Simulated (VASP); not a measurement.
# BeS (F-43m) in VASP: further runs, part 2 of 2

VASP 6.6.1. The steps go on from the part before.

**5. Single point, PBE**

This run uses another cell than the first one, of 14.83 Å³/atom, 1.106 times its volume.

The input, INCAR:

```
PREC = Accurate ; ENCUT = 520
EDIFF = 1E-6 ; ISMEAR = -1
SIGMA = 0.05 ; LREAL = F
LASPH = T ; NELM = 60
ALGO = Normal ; ISIF = 2
LWAVE = F ; LCHARG = F
GGA = PE ; NBANDS = 11
```

The input, KPOINTS:

```
Automatic mesh
0
Gamma
  9 9 9
```

The input, POSCAR:

```
BeS
1.0
    0.0000000000      2.4569115543      2.4569115543
    2.4569115543      0.0000000000      2.4569115543
    2.4569115543      2.4569115543      0.0000000000
S Be
1 1
Direct
    0.7500000000      0.7500000000      0.7500000000
    0.0000000000      0.0000000000      0.0000000000
```

Potentials or basis: VASP PAW PBE potentials, release 64 (S, Be).

On the command line:

```console
> cat potpaw_PBE.64/S/POTCAR potpaw_PBE.64/Be/POTCAR > POTCAR
> mpirun -np 1 vasp_std > vasp.out
```

OUTCAR:

```text
PREC = Accurate
   ENCUT = 520
   EDIFF = 1E-6
   ISMEAR = -1
   LREAL = F
   LASPH = T
   NELM = 60
   ISIF = 2
   GGA = PE

 ion  position               nearest neighbor table
   1  0.750  0.750  0.750-   2 2.13   2 2.13   2 2.13   2 2.13
   2  0.000  0.000  0.000-   1 2.13   1 2.13   1 2.13   1 2.13

  LATTYP: Found a face centered cubic cell.
 ALAT       =     4.9138231086

  Lattice vectors:

 A1 = (   0.0000000000,   2.4569115543,   2.4569115543)
 A2 = (   2.4569115543,   0.0000000000,   2.4569115543)
 A3 = (   2.4569115543,   2.4569115543,   0.0000000000)

Analysis of symmetry for initial positions (statically):
=====================================================================
 Subroutine PRICEL returns:
 Original cell was already a primitive cell.

 Routine SETGRP: Setting up the symmetry group for a
 face centered cubic supercell.

 Subroutine GETGRP returns: Found 24 space group operations
 (whereof 24 operations were pure point group operations)
 out of a pool of 48 trial point group operations.

The static configuration has the point symmetry T_d .

Analysis of symmetry for dynamics (positions and initial velocities):
=====================================================================
 Subroutine PRICEL returns:
 Original cell was already a primitive cell.

 Routine SETGRP: Setting up the symmetry group for a
 face centered cubic supercell.

 Subroutine GETGRP returns: Found 24 space group operations
 (whereof 24 operations were pure point group operations)
 out of a pool of 48 trial point group operations.

The dynamic configuration has the point symmetry T_d .

 Subroutine INISYM returns: Found 24 space group operations
 (whereof 24 operations are pure point group operations),
 and found     1 'primitive' translations

----------------------------------------------------------------------------------------

                                     Primitive cell

  volume of cell :      29.6619

  direct lattice vectors                    reciprocal lattice vectors
     0.000000000  2.456911554  2.456911554    -0.203507529  0.203507529  0.203507529
     2.456911554  0.000000000  2.456911554     0.203507529 -0.203507529  0.203507529
     2.456911554  2.456911554  0.000000000     0.203507529  0.203507529 -0.203507529

  length of vectors
     3.474597642  3.474597642  3.474597642     0.352485380  0.352485380  0.352485380

  position of ions in fractional coordinates (direct lattice)
     0.750000000  0.750000000  0.750000000
     0.000000000  0.000000000  0.000000000

  ion indices of the primitive-cell ions
   primitive index   ion index
                 1           1
                 2           2

----------------------------------------------------------------------------------------

 KPOINTS: Automatic mesh

Automatic generation of k-mesh.
 Grid dimensions read from file:
 generate k-points for:    9    9    9

 Generating k-lattice:

  Cartesian coordinates                     Fractional coordinates (reciprocal lattice)
    -0.022611948  0.022611948  0.022611948     0.111111111  0.000000000  0.000000000
     0.022611948 -0.022611948  0.022611948     0.000000000  0.111111111  0.000000000
     0.022611948  0.022611948 -0.022611948     0.000000000  0.000000000  0.111111111

  Length of vectors
     0.039165042  0.039165042  0.039165042

  Shift w.r.t. Gamma in fractional coordinates (k-lattice)
     0.000000000  0.000000000  0.000000000

 Subroutine IBZKPT returns following result:
 ===========================================

 Found     35 irreducible k-points:

 Following reciprocal coordinates:
            Coordinates               Weight
  0.000000  0.000000  0.000000      1.000000
  0.111111  0.000000  0.000000      8.000000
  0.222222  0.000000  0.000000      8.000000
  0.333333  0.000000  0.000000      8.000000
  0.444444  0.000000  0.000000      8.000000
  0.111111  0.111111  0.000000      6.000000
[... 16 lines left out ...]
 -0.333333  0.333333  0.000000     12.000000
  0.444444  0.444444  0.000000      6.000000
 [... further k-points ...]
   k-points           NKPTS =     35   k-points in BZ     NKDIM =     35   number of bands    NBANDS=     11
   number of dos      NEDOS =    301   number of ions     NIONS =      2
   total plane-waves  NPLWV =  21952
   dimension x,y,z NGX =    28 NGY =   28 NGZ =   28
   dimension x,y,z NGXF=    56 NGYF=   56 NGZF=   56
   ions per type =               1   1
   NGX,Y,Z   is equivalent  to a cutoff of  13.40, 13.40, 13.40 a.u.
   NGXF,Y,Z  is equivalent  to a cutoff of  26.79, 26.79, 26.79 a.u.
 SYSTEM =  unknown system
   PREC   = accura    normal or accurate (medium, high low for compatibility)
   ISTART =      0    job   : 0-new  1-cont  2-samecut
   ICHARG =      2    charge: 1-file 2-atom 10-const
   ISPIN  =      1    spin polarized calculation?
   LNONCOLLINEAR =      F non collinear calculations
   LSORBIT =      F    spin-orbit coupling
   LASPH  =      T    aspherical Exc in radial PAW
   ENCUT  =  520.0 eV  38.22 Ry    6.18 a.u.   6.46  6.46  6.46*2*pi/ulx,y,z
   NELM   =     60;   NELMIN=  2; NELMDL= -5     # of ELM steps
   EDIFF  = 0.1E-05   stopping-criterion for ELM
   LREAL  =      F    real-space projection
   EDIFFG = 0.1E-04   stopping-criterion for IOM
   NSW    =      0    number of steps for IOM
   IBRION =     -1    ionic relax: 0-MD 1-quasi-New 2-CG
   NFREE  =      0    steps in history (QN), initial steepest desc. (CG)
   ISIF   =      2    stress and relaxation
   ISYM   =      2    0-nonsym 1-usesym 2-fastsym
   POTIM  = 0.5000    time-step for ionic-motion
   TEBEG  =    0.0;   TEEND  =   0.0 temperature during run
   PSTRESS=    0.0 pullay stress
   NELECT =       8.0000    total number of electrons
   NUPDOWN=      -1.0000    fix difference up-down
   EMIN   =  10.00;   EMAX   =-10.00  energy-range for DOS
   EFERMI =   0.00;   METHOD = LEGACY
   ISMEAR =    -1;   SIGMA  =   0.05  broadening in eV -4-tet -1-fermi 0-gaus
   EFERMI_NEDOS =   21; number of points for ismear=-14 and -15
   IALGO  =     38    algorithm
   IMIX   =      4    mixing-type and parameters
     AMIX     =   0.40;   BMIX     =  1.00
     AMIX_MAG =   1.60;   BMIX_MAG =  1.00
  volume/ion in A,a.u.               =      14.83       100.08
  Fermi-wavevector in a.u.,A,eV,Ry     =   1.057723  1.998807 15.221900  1.118778
  Thomas-Fermi vector in A             =   2.193006
   LORBIT       =      0    0 simple, 1 ext, 2 COOP (PROOUT), +10 PAW based schemes
   GGA     = PE    functional components
   LHFCALC =     F    Hartree Fock is set to
   AEXX    =    0.0000 exact exchange contribution
   IVDW    =     0    specifies the selected vdW correction
   LEPSILON=     F    determine dielectric tensor
   LRPA    =     F    only Hartree local field effects (RPA)
 non-spin polarized calculation
  energy-cutoff  :      520.00
  volume of cell :       29.66
 maximum number of plane-waves:       821
 NGX is ok and might be reduce to    28
   NGX = 13   NGY = 13   NGZ = 13

 number of electron       7.9999999 magnetization

 Free energy of the ion-electron system (eV)
  ---------------------------------------------------
  ext. energy  EPLUGINS =         0.00000000
  ---------------------------------------------------
  free energy    TOTEN  =       -10.00925288 eV

  energy without entropy =      -10.00925288  energy(sigma->0) =      -10.00925288

 E-fermi :   4.7712     XC(G=0):  -9.5694

 val. band max:        3.7768963818   @ k =   0.0000   0.0000   0.0000
 cond. band min:       7.0619444732   @ k =   0.4444   0.4444   0.0000
 fundamental gap:      3.2850480914
 Fermi energy:         4.7712307630

 k-point     1 :       0.0000    0.0000    0.0000
  band No.  band energies     occupation
      1      -9.6583      2.00000
      2       3.7769      2.00000
      3       3.7769      2.00000
      4       3.7769      2.00000
      5       9.3351      0.00000
      6       9.4596      0.00000
      7       9.4596      0.00000
      8       9.4596      0.00000
      9      16.5129      0.00000
     10      16.5129      0.00000
     11      18.3456      0.00000
[... 309 lines left out ...]
 k-point    24 :       0.4444    0.4444    0.0000
  band No.  band energies     occupation
      1      -7.7355      2.00000
      2      -0.9078      2.00000
      3       1.3201      2.00000
      4       1.3201      2.00000
      5       7.0619      0.00000
      6       8.7943      0.00000
      7      15.8438      0.00000
      8      15.8438      0.00000
      9      18.4032      0.00000
     10      19.7842      0.00000
     11      20.8974      0.00000

 [... further k-points ...]
[... 5 lines left out ...]
  --------------------------------------------------------------------------------------
  -------------------------------------------------------------------------------------
  Total       -0.3780905     -0.3780905     -0.3780905      0.0000000      0.0000000     -0.0000000
  in kB      -20.4224476    -20.4224476    -20.4224476      0.0000000      0.0000000     -0.0000000
  external PRESSURE =     -20.4224476 kB  Pullay stress =       0.0000000 kB

 VOLUME and BASIS-vectors are now :
 -----------------------------------------------------------------------------
  energy-cutoff  :      520.00
  volume of cell :       29.66
      direct lattice vectors                 reciprocal lattice vectors
     0.000000000  2.456911554  2.456911554    -0.203507529  0.203507529  0.203507529
     2.456911554  0.000000000  2.456911554     0.203507529 -0.203507529  0.203507529
     2.456911554  2.456911554  0.000000000     0.203507529  0.203507529 -0.203507529

 POSITION                                       TOTAL-FORCE (eV/Angst)
 -----------------------------------------------------------------------------------
      3.68537      3.68537      3.68537        -0.000000     -0.000000     -0.000000
      0.00000      0.00000      0.00000         0.000000      0.000000      0.000000
 -----------------------------------------------------------------------------------
    total drift:                                0.000000      0.000000      0.000000

  FREE ENERGIE OF THE ION-ELECTRON SYSTEM (eV)
  ---------------------------------------------------
  free  energy   TOTEN  =       -10.0092528755 eV

  energy  without entropy=      -10.0092528755  energy(sigma->0) =      -10.00925288
```

stdout:

```text
POSCAR found type information on POSCAR S Be
 POSCAR found :  2 types and       2 ions
 scaLAPACK will be used
 LDA part: xc-table for (Slater+PW92), standard interpolation
 POSCAR, INCAR and KPOINTS ok, starting setup
 FFT: planning ... GRIDC
 FFT: planning ... GRID_SOFT
 FFT: planning ... GRID
 WAVECAR not read
 entering main loop
```

It took 24 s on 1 thread of AMD EPYC 7R13, shared host; peak memory 0.12 GiB.

Results:

| Property | Result |
| --- | --- |
| Free energy | -10.0093 eV |
| Pressure | -2.0 GPa |
| Band gap on the k mesh | 3.29 eV, indirect (least direct gap 5.56 eV) |

A k mesh can miss the band edges.

**6. Summary**

```csv
cell,gap on the mesh (eV),pressure (GPa)
"a = 3.359 Å, angles 60.0°, 2 atoms",3.06,8.4
"a = 3.406 Å, angles 60.0°, 2 atoms",3.16,3.6
"a = 3.452 Å, angles 60.0°, 2 atoms",3.25,-0.3
"a = 3.475 Å, angles 60.0°, 2 atoms",3.29,-2.0
```

Alike in all rows: task single point; level PBE; potentials or basis VASP PAW PBE potentials, release 64 (S, Be); no spin polarisation; k mesh 9 × 9 × 9; cutoff (eV) 520; smearing fermi-dirac 0.05 eV.

Absolute energies hang on the potentials; compare differences alone.
